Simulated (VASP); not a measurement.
# AlN (P6_3mc) in VASP: further runs

AlN is run at these levels: PBE; tasks: single point.

Program: VASP 6.6.1. These are calculated values, not measurements. Logs are shortened: lines on timing, memory, paths and dates and some standing lists are left out, and cuts for length are marked.

### 1 The cell of the first run

It takes space group P6_3mc (No. 186, hexagonal). Conventional cell: a = 3.110 Å, b = 3.110 Å, c = 5.030 Å, α = 90.00°, β = 90.00°, γ = 120.00°. Within 2.5 Å of Al (site symmetry 3m) lie 4 N at 1.89 to 1.91 Å. Within 2.5 Å of N (site symmetry 3m) lie 4 Al at 1.89 to 1.91 Å.

### 2 Single point, PBE (z stretched by +1 %, then relaxed in part)

INCAR

```
SYSTEM = AlN
PREC = Accurate
ENCUT = 520
EDIFF = 1E-6
ISMEAR = -1
SIGMA = 0.02
LREAL = .FALSE.
LASPH = .TRUE.
NELM = 80
ALGO = Normal
ISIF = 2
LWAVE = .FALSE.
LCHARG = .FALSE.
GGA = PE
NBANDS = 16
```

KPOINTS

```
regular mesh
0
G
  11 11 6
  0 0 0
```

POSCAR

```
AlN
1.0
    3.1100000000      0.0000000000      0.0000000000
   -1.5550000000      2.6933390058      0.0000000000
    0.0000000000      0.0000000000      5.0298000000
Al N
2 2
Direct
    0.6666666667      0.3333333333      0.0010151864
    0.3333333333      0.6666666667      0.5010151864
    0.6666666667      0.3333333333      0.3809848136
    0.3333333333      0.6666666667      0.8809848136
```

Potentials or basis: VASP PAW PBE potentials, release 64 (Al, N).

Run with:

```bash
$ cat potpaw_PBE.64/Al/POTCAR potpaw_PBE.64/N/POTCAR > POTCAR
$ mpirun -np 1 vasp_std > vasp.out
```

OUTCAR:

```text
SYSTEM = AlN
   PREC = Accurate
   ENCUT = 520
   EDIFF = 1E-6
   ISMEAR = -1
   LREAL = .FALSE.
   LASPH = .TRUE.
   NELM = 80
   ISIF = 2
   GGA = PE

 ion  position               nearest neighbor table
   1  0.667  0.333  0.001-   4 1.89   4 1.89   4 1.89   3 1.91   2 3.09   2 3.09   2 3.09   2 3.09
                             2 3.09   2 3.09
   2  0.333  0.667  0.501-   3 1.89   3 1.89   3 1.89   4 1.91   1 3.09   1 3.09   1 3.09   1 3.09
                             1 3.09   1 3.09
   3  0.667  0.333  0.381-   2 1.89   2 1.89   2 1.89   1 1.91
   4  0.333  0.667  0.881-   1 1.89   1 1.89   1 1.89   2 1.91

  LATTYP: Found a hexagonal cell.
 ALAT       =     3.1100000000
 C/A-ratio  =     1.6172990354

  Lattice vectors:

 A1 = (   3.1100000000,   0.0000000000,   0.0000000000)
 A2 = (  -1.5550000000,   2.6933390058,   0.0000000000)
 A3 = (   0.0000000000,   0.0000000000,   5.0298000000)

Analysis of symmetry for initial positions (statically):
=====================================================================
 Subroutine PRICEL returns:
 Original cell was already a primitive cell.

 Routine SETGRP: Setting up the symmetry group for a
 hexagonal supercell.

 Subroutine GETGRP returns: Found 12 space group operations
 (whereof  6 operations were pure point group operations)
 out of a pool of 24 trial point group operations.

The static configuration has the point symmetry C_3v.
 The point group associated with its full space group is C_6v.

Analysis of symmetry for dynamics (positions and initial velocities):
=====================================================================
 Subroutine PRICEL returns:
 Original cell was already a primitive cell.

 Routine SETGRP: Setting up the symmetry group for a
 hexagonal supercell.

 Subroutine GETGRP returns: Found 12 space group operations
 (whereof  6 operations were pure point group operations)
 out of a pool of 24 trial point group operations.

The dynamic configuration has the point symmetry C_3v.
 The point group associated with its full space group is C_6v.

 Subroutine INISYM returns: Found 12 space group operations
 (whereof  6 operations are pure point group operations),
 and found     1 'primitive' translations

----------------------------------------------------------------------------------------

                                     Primitive cell

  volume of cell :      42.1310

  direct lattice vectors                    reciprocal lattice vectors
     3.110000000  0.000000000  0.000000000     0.321543408  0.185643173  0.000000000
    -1.555000000  2.693339006  0.000000000     0.000000000  0.371286347  0.000000000
     0.000000000  0.000000000  5.029800000     0.000000000  0.000000000  0.198815062

  length of vectors
     3.110000000  3.110000000  5.029800000     0.371286347  0.371286347  0.198815062

  position of ions in fractional coordinates (direct lattice)
     0.666666667  0.333333333  0.001015186
     0.333333333  0.666666667  0.501015186
     0.666666667  0.333333333  0.380984814
     0.333333333  0.666666667  0.880984814

  ion indices of the primitive-cell ions
   primitive index   ion index
                 1           1
                 2           2
                 3           3
                 4           4

----------------------------------------------------------------------------------------

 KPOINTS: regular mesh

Automatic generation of k-mesh.
 Grid dimensions read from file:
 generate k-points for:   11   11    6

 Generating k-lattice:

  Cartesian coordinates                     Fractional coordinates (reciprocal lattice)
     0.029231219  0.016876652  0.000000000     0.090909091  0.000000000  0.000000000
     0.000000000  0.033753304  0.000000000     0.000000000  0.090909091  0.000000000
     0.000000000  0.000000000  0.033135844     0.000000000  0.000000000  0.166666667

  Length of vectors
     0.033753304  0.033753304  0.033135844

  Shift w.r.t. Gamma in fractional coordinates (k-lattice)
     0.000000000  0.000000000  0.000000000

 Subroutine IBZKPT returns following result:
 ===========================================

 Found     64 irreducible k-points:

 Following reciprocal coordinates:
            Coordinates               Weight
  0.000000  0.000000  0.000000      1.000000
  0.090909  0.000000  0.000000      6.000000
  0.181818  0.000000  0.000000      6.000000
  0.272727  0.000000  0.000000      6.000000
  0.363636  0.000000  0.000000      6.000000
  0.454545  0.000000  0.000000      6.000000
[... 16 lines left out ...]
  0.090909  0.090909  0.166667     12.000000
  0.181818  0.090909  0.166667     24.000000
 [... further k-points ...]
   k-points           NKPTS =     64   k-points in BZ     NKDIM =     64   number of bands    NBANDS=     16
   number of dos      NEDOS =    301   number of ions     NIONS =      4
   total plane-waves  NPLWV =  23040
   dimension x,y,z NGX =    24 NGY =   24 NGZ =   40
   dimension x,y,z NGXF=    48 NGYF=   48 NGZF=   80
   ions per type =               2   2
   NGX,Y,Z   is equivalent  to a cutoff of  12.83, 12.83, 13.22 a.u.
   NGXF,Y,Z  is equivalent  to a cutoff of  25.66, 25.66, 26.44 a.u.
 SYSTEM =  AlN
   PREC   = accura    normal or accurate (medium, high low for compatibility)
   ISTART =      0    job   : 0-new  1-cont  2-samecut
   ICHARG =      2    charge: 1-file 2-atom 10-const
   ISPIN  =      1    spin polarized calculation?
   LNONCOLLINEAR =      F non collinear calculations
   LSORBIT =      F    spin-orbit coupling
   LASPH  =      T    aspherical Exc in radial PAW
   ENCUT  =  520.0 eV  38.22 Ry    6.18 a.u.   5.78  5.78  9.35*2*pi/ulx,y,z
   NELM   =     80;   NELMIN=  2; NELMDL= -5     # of ELM steps
   EDIFF  = 0.1E-05   stopping-criterion for ELM
   LREAL  =      F    real-space projection
   EDIFFG = 0.1E-04   stopping-criterion for IOM
   NSW    =      0    number of steps for IOM
   IBRION =     -1    ionic relax: 0-MD 1-quasi-New 2-CG
   NFREE  =      0    steps in history (QN), initial steepest desc. (CG)
   ISIF   =      2    stress and relaxation
   ISYM   =      2    0-nonsym 1-usesym 2-fastsym
   POTIM  = 0.5000    time-step for ionic-motion
   TEBEG  =    0.0;   TEEND  =   0.0 temperature during run
   PSTRESS=    0.0 pullay stress
   NELECT =      16.0000    total number of electrons
   NUPDOWN=      -1.0000    fix difference up-down
   EMIN   =  10.00;   EMAX   =-10.00  energy-range for DOS
   EFERMI =   0.00;   METHOD = LEGACY
   ISMEAR =    -1;   SIGMA  =   0.02  broadening in eV -4-tet -1-fermi 0-gaus
   EFERMI_NEDOS =   21; number of points for ismear=-14 and -15
   IALGO  =     38    algorithm
   IMIX   =      4    mixing-type and parameters
     AMIX     =   0.40;   BMIX     =  1.00
     AMIX_MAG =   1.60;   BMIX_MAG =  1.00
  volume/ion in A,a.u.               =      10.53        71.08
  Fermi-wavevector in a.u.,A,eV,Ry     =   1.185534  2.240335 19.122873  1.405492
  Thomas-Fermi vector in A             =   2.321726
   LORBIT       =      0    0 simple, 1 ext, 2 COOP (PROOUT), +10 PAW based schemes
   GGA     = PE    functional components
   LHFCALC =     F    Hartree Fock is set to
   AEXX    =    0.0000 exact exchange contribution
   IVDW    =     0    specifies the selected vdW correction
   LEPSILON=     F    determine dielectric tensor
   LRPA    =     F    only Hartree local field effects (RPA)
 non-spin polarized calculation
  energy-cutoff  :      520.00
  volume of cell :       42.13
 maximum number of plane-waves:      1146
 NGX is ok and might be reduce to    24
   NGX = 11   NGY = 11   NGZ = 19

 number of electron      15.9999996 magnetization

 Free energy of the ion-electron system (eV)
  ---------------------------------------------------
  ext. energy  EPLUGINS =         0.00000000
  ---------------------------------------------------
  free energy    TOTEN  =       -29.77601450 eV

  energy without entropy =      -29.77601450  energy(sigma->0) =      -29.77601450

 E-fermi :   6.3996     XC(G=0): -10.8733

 val. band max:        6.0107194092   @ k =   0.0000   0.0000   0.0000
 cond. band min:      10.1897253507   @ k =   0.0000   0.0000   0.0000
 fundamental gap:      4.1790059415
 Fermi energy:         6.3995628034

 k-point     1 :       0.0000    0.0000    0.0000
  band No.  band energies     occupation
      1      -9.0648      2.00000
      2      -6.9858      2.00000
      3       0.0790      2.00000
      4       5.2601      2.00000
      5       5.2601      2.00000
      6       5.8809      2.00000
[... 8 lines left out ...]
     15      19.1871      0.00000
     16      19.1871      0.00000

 k-point     2 :       0.0909    0.0000    0.0000
  band No.  band energies     occupation
      1      -8.9598      2.00000
      2      -6.9250      2.00000
      3       0.2046      2.00000
      4       4.7718      2.00000
      5       5.1238      2.00000
      6       5.3941      2.00000
[... 8 lines left out ...]
     15      19.0890      0.00000
     16      19.2469      0.00000

 k-point     3 :       0.1818    0.0000    0.0000
  band No.  band energies     occupation
      1      -8.6557      2.00000
      2      -6.7616      2.00000
      3       0.5736      2.00000
      4       3.6223      2.00000
      5       4.4051      2.00000
      6       4.8142      2.00000
[... 8 lines left out ...]
     15      18.2821      0.00000
     16      18.7861      0.00000

 k-point     4 :       0.2727    0.0000    0.0000
  band No.  band energies     occupation
      1      -8.1903      2.00000
      2      -6.5562      2.00000
      3       1.1581      2.00000
      4       2.3499      2.00000
      5       3.3592      2.00000
      6       4.4760      2.00000
[... 8 lines left out ...]
     15      18.0098      0.00000
     16      19.6774      0.00000

 k-point     5 :       0.3636    0.0000    0.0000
  band No.  band energies     occupation
      1      -7.6444      2.00000
      2      -6.4137      2.00000
      3       1.3033      2.00000
      4       1.8953      2.00000
      5       2.4881      2.00000
      6       4.2056      2.00000
[... 8 lines left out ...]
     15      18.2010      0.00000
     16      20.7836      0.00000

 k-point     6 :       0.4545    0.0000    0.0000
  band No.  band energies     occupation
      1      -7.1898      2.00000
      2      -6.4194      2.00000
      3       0.7227      2.00000
      4       1.9621      2.00000
      5       2.6026      2.00000
      6       4.0580      2.00000
[... 8 lines left out ...]
     15      18.7553      0.00000
     16      21.0533      0.00000
[... 267 lines left out ...]
 k-point    21 :       0.3636    0.0000    0.1667
  band No.  band energies     occupation
      1      -7.5706      2.00000
      2      -6.5053      2.00000
      3       1.0350      2.00000
      4       2.0074      2.00000
      5       2.6832      2.00000
      6       4.2771      2.00000
[... 8 lines left out ...]
     15      18.3914      0.00000
     16      20.6276      0.00000

 k-point    22 :       0.4545    0.0000    0.1667
  band No.  band energies     occupation
      1      -7.1357      2.00000
      2      -6.4655      2.00000
      3       0.5753      2.00000
      4       1.6059      2.00000
      5       3.0248      2.00000
      6       4.1322      2.00000
[... 8 lines left out ...]
     15      18.3096      0.00000
     16      21.1411      0.00000

 k-point    23 :       0.0909    0.0909    0.1667
  band No.  band energies     occupation
      1      -8.6559      2.00000
      2      -6.9925      2.00000
      3       0.7573      2.00000
      4       4.2064      2.00000
      5       4.2245      2.00000
      6       5.0222      2.00000
[... 8 lines left out ...]
     15      18.5430      0.00000
     16      19.2449      0.00000

 k-point    24 :       0.1818    0.0909    0.1667
  band No.  band energies     occupation
      1      -8.2766      2.00000
      2      -6.7794      2.00000
      3       1.1159      2.00000
      4       3.0722      2.00000
      5       3.4642      2.00000
      6       4.6015      2.00000
[... 8 lines left out ...]
     15      18.4077      0.00000
     16      19.5336      0.00000

 [... further k-points ...]

------------------------ aborting loop because EDIFF is reached ----------------------------------------

  FORCE on cell =-STRESS in cart. coord.  units (eV):
  Direction    XX          YY          ZZ          XY          YZ          ZX
  --------------------------------------------------------------------------------------
  -------------------------------------------------------------------------------------
  Total        0.7377551      0.7377551      0.0580966      0.0000000      0.0000000      0.0000000
  in kB       28.0556729     28.0556729      2.2093232      0.0000000      0.0000000      0.0000000
  external PRESSURE =      19.4402230 kB  Pullay stress =       0.0000000 kB

 VOLUME and BASIS-vectors are now :
 -----------------------------------------------------------------------------
  energy-cutoff  :      520.00
  volume of cell :       42.13
      direct lattice vectors                 reciprocal lattice vectors
     3.110000000  0.000000000  0.000000000     0.321543408  0.185643173  0.000000000
    -1.555000000  2.693339006  0.000000000     0.000000000  0.371286347  0.000000000
     0.000000000  0.000000000  5.029800000     0.000000000  0.000000000  0.198815062

 POSITION                                       TOTAL-FORCE (eV/Angst)
 -----------------------------------------------------------------------------------
      1.55500      0.89778      0.00511         0.000000     -0.000000     -0.001551
     -0.00000      1.79556      2.52001        -0.000000      0.000000     -0.001551
      1.55500      0.89778      1.91628        -0.000000      0.000000      0.001551
     -0.00000      1.79556      4.43118         0.000000     -0.000000      0.001551
 -----------------------------------------------------------------------------------
    total drift:                               -0.000000     -0.000000      0.000800

  FREE ENERGIE OF THE ION-ELECTRON SYSTEM (eV)
  ---------------------------------------------------
  free  energy   TOTEN  =       -29.7760144987 eV

  energy  without entropy=      -29.7760144987  energy(sigma->0) =      -29.77601450
```

It took 30 s on 1 thread of Intel Xeon Platinum 8488C (Sapphire Rapids), shared host; peak memory 0.17 GiB.

Results:

```yaml
Free_energy: -29.7760 eV
Pressure: 1.9 GPa
Band_gap_on_the_k_mesh: 4.18 eV, direct
```

Stress tensor (GPa, compression positive):
```
2.81 0.00 0.00
0.00 2.81 0.00
0.00 0.00 0.22
```

Caveat: the cell differs from its parent crystal (z stretched by +1 %, then relaxed in part). A k mesh can miss the band edges.

### 3 Single point, PBE (z stretched by +2 %, then relaxed in part)

INCAR

```
SYSTEM = AlN
ALGO = Normal ; EDIFF = 1E-6
ENCUT = 520 ; GGA = PE
ISIF = 2 ; ISMEAR = -1
LASPH = .TRUE. ; LCHARG = .FALSE.
LREAL = .FALSE. ; LWAVE = .FALSE.
NBANDS = 16 ; NELM = 100
PREC = Accurate ; SIGMA = 0.02
```

KPOINTS

```
k-points
0
G
  11 11 6
  0 0 0
```

POSCAR

```
AlN
1.0
    3.1100000000      0.0000000000      0.0000000000
   -1.5550000000      2.6933390058      0.0000000000
    0.0000000000      0.0000000000      5.0796000000
Al N
2 2
Direct
    0.6666666667      0.3333333333      0.0018148076
    0.3333333333      0.6666666667      0.5018148076
    0.6666666667      0.3333333333      0.3801851924
    0.3333333333      0.6666666667      0.8801851924
```

Potentials or basis: VASP PAW PBE potentials, release 64 (Al, N).

Run with:

```bash
$ cat potpaw_PBE.64/Al/POTCAR potpaw_PBE.64/N/POTCAR > POTCAR
$ mpirun -np 1 vasp_std > vasp.out
```

Run time: 26 s. Hardware: 1 thread of Intel Xeon Platinum 8488C (Sapphire Rapids), shared host; peak memory 0.17 GiB.

It converged, with:

- Free energy: -29.7720 eV
- Pressure: 0.1 GPa
- Band gap on the k mesh: 4.13 eV, direct

Stress tensor (GPa, compression positive):
```
 1.86  0.00  0.00
 0.00  1.86  0.00
 0.00  0.00 -3.47
```

Levels at points of the mesh, in eV from the valence-band top:
```tsv
k point	band 5	band 6	band 7	band 8	band 9	band 10	band 11	band 12
(0.00, 0.00, 0.00)	-0.64	-0.05	-0.05	0.00	4.13	6.80	10.44	11.32
(0.00, 0.00, 0.50)	-0.35	-0.35	-0.35	-0.35	6.48	6.48	10.20	10.20
```

Caveat: the cell differs from its parent crystal (z stretched by +2 %, then relaxed in part). A k mesh can miss the band edges.

### 4 Single point, PBE (volume scaled by 1.04, then relaxed in part)

INCAR

```
ALGO = Normal
EDIFF = 1E-7
ENCUT = 520
GGA = PE
ISIF = 2
ISMEAR = -1
LASPH = True
LCHARG = False
LREAL = False
LWAVE = False
NBANDS = 16
NELM = 60
PREC = Accurate
SIGMA = 0.02
```

KPOINTS

```
k-points
0
Gamma
  11 11 6
```

POSCAR

```
AlN
1.0
    3.1509257459      0.0000000000      0.0000000000
   -1.5754628730      2.7287817414      0.0000000000
    0.0000000000      0.0000000000      5.0455338310
Al N
2 2
Direct
    0.6666666667      0.3333333333      0.0000497788
    0.3333333333      0.6666666667      0.5000497788
    0.6666666667      0.3333333333      0.3819502212
    0.3333333333      0.6666666667      0.8819502212
```

Run with:

```bash
$ cat potpaw_PBE.64/Al/POTCAR potpaw_PBE.64/N/POTCAR > POTCAR
$ mpirun -np 1 vasp_std > vasp.out
```

It took 33 s on 1 thread of Intel Xeon Platinum 8488C (Sapphire Rapids), shared host; peak memory 0.17 GiB.

Results (log left out):

```
Free energy            : -29.7706 eV
Pressure               : -3.8 GPa
Largest force          : 0.017 eV/Å
Band gap on the k mesh : 3.87 eV, direct
```

Forces on the atoms (eV/Å):
```
Al   0.000  0.000  0.017
Al   0.000  0.000  0.017
N    0.000  0.000 -0.017
N    0.000  0.000 -0.017
```

Stress tensor (GPa, compression positive):
```
-3.93  0.00  0.00
 0.00 -3.93  0.00
 0.00  0.00 -3.42
```

Levels at points of the mesh, in eV from the valence-band top:
```csv
k point,band 5,band 6,band 7,band 8,band 9,band 10,band 11,band 12
"(0.00, 0.00, 0.00)",-0.85,-0.21,-0.21,0.00,3.87,6.33,10.31,10.87
"(0.00, 0.00, 0.50)",-0.54,-0.54,-0.54,-0.54,6.14,6.14,10.01,10.01
```

 A k mesh can miss the band edges.

### 5 Overview

| cell | gap on the mesh (eV) | pressure (GPa) |
| --- | --- | --- |
| a = 3.110, b = 3.110, c = 5.030 Å, angles 90.0, 90.0, 120.0°, 4 atoms | 4.18 | 1.9 |
| a = 3.110, b = 3.110, c = 5.080 Å, angles 90.0, 90.0, 120.0°, 4 atoms | 4.13 | 0.1 |
| a = 3.151, b = 3.151, c = 5.046 Å, angles 90.0, 90.0, 120.0°, 4 atoms | 3.87 | -3.8 |

Alike in all rows: task single point; level PBE; potentials or basis VASP PAW PBE potentials, release 64 (Al, N); no spin polarisation; k mesh 11 × 11 × 6; cutoff (eV) 520; smearing fermi-dirac 0.02 eV.

Absolute energies hang on the potentials; compare differences alone.
